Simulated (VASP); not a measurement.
Wanted: the native input for a VASP 6.6.1 run.

```
Task                   : single point
Functional             : r2SCAN
Potentials or basis    : VASP PAW PBE potentials, release 64 (Mg)
Cutoff                 : 520 eV
k mesh                 : 9 × 9 × 4
Occupations            : gaussian, width 0.1 eV
Spin                   : no spin polarisation
Dipole correction      : no
Further INCAR settings : ALGO = Normal; EDIFF = 1e-07; NBANDS = 9
```

Mg:

```
Mg
1.0
     2.89637    0.00000    0.00000
    -1.44818    2.50833    0.00000
     0.00000    0.00000    4.71364
Mg
2
Direct
  0.33333 0.66667 0.25000
  0.66667 0.33333 0.75000
```

One way to write it, as run:

POSCAR

```
Mg
1.0
    2.8963655037      0.0000000000      0.0000000000
   -1.4481827518      2.5083261048      0.0000000000
    0.0000000000      0.0000000000      4.7136383529
Mg
2
Direct
    0.3333333333      0.6666666667      0.2500000000
    0.6666666667      0.3333333333      0.7500000000
```

INCAR.step1

```
PREC = Accurate ; ENCUT = 520
ISMEAR = 0 ; SIGMA = 0.1
LREAL = False ; LASPH = True
NELM = 80 ; NBANDS = 9
GGA = PE ; ALGO = Normal
EDIFF = 1E-4 ; LWAVE = True
LCHARG = False
```

INCAR.step2

```
PREC = Accurate ; ENCUT = 520
EDIFF = 1E-7 ; ISMEAR = 0
SIGMA = 0.1 ; LREAL = False
LASPH = True ; NELM = 80
ALGO = Normal ; ISIF = 2
LWAVE = False ; LCHARG = False
METAGGA = R2SCAN ; LMIXTAU = True
NBANDS = 9 ; ISTART = 1
```

KPOINTS

```
regular mesh
0
Gamma
  9 9 4
```

Potentials or basis: VASP PAW PBE potentials, release 64 (Mg).

Launch:

```console
$ cat potpaw_PBE.64/Mg/POTCAR > POTCAR
$ cp INCAR.step1 INCAR
$ mpirun -np 1 vasp_std > vasp.out
$ cp INCAR.step2 INCAR
$ mpirun -np 1 vasp_std > vasp.out
```

Results of the run:

| Item | Value |
| --- | --- |
| Pressure | 18.4 GPa |
| Band gap on the k mesh | zero (bands 2 and 3 overlap by 2.15 eV) |

Caveat: the cell stands under pressure; the PAW data sets were made with another functional, which shifts forces and pressure a little.

Run time: 42 s on 1 thread of Oxide Virtual Turin-like Processor (shared host), peak memory 0.13 GiB.
